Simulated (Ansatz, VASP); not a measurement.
**In3As in VASP and in Ansatz**

```
In As
1.0
     4.57631    0.00000    0.00000
     0.00000    4.57631    0.00000
     0.00000    0.00000    4.57631
In As
3 1
Direct
  0.50000 0.50000 0.00000
  0.50000 0.00000 0.50000
  0.00000 0.50000 0.50000
  0.00000 0.00000 0.00000
```

Alike in both runs: task single point; functional LDA; k mesh 6 × 6 × 6; occupations fermi-dirac, width 0.05 eV; no spin polarisation.

```csv
,VASP,Ansatz
version,VASP 6.6.1,Ansatz 0.2.0
potentials or method,"VASP PAW LDA potentials, release 64 (In_d, As)",Ansatz PAW
plane-wave cutoff (eV),520,420
valence electrons in the cell,44,54
```

|  | VASP | Ansatz | Ansatz less VASP |
| --- | --- | --- | --- |
| gap on the k mesh at the Fermi level (eV) | none | none | - |
| pressure (GPa) | -1.3 | -1.3 | -0.04 |

LDA's correlation is that of Perdew and Zunger in VASP and of Perdew and Wang (1992) in Ansatz. A gap of «none» marks a metal or a gap that the smearing closes. VASP's potentials hold 44 valence electrons a cell and Ansatz's 54, so a difference there can come from the potentials and not from the codes.
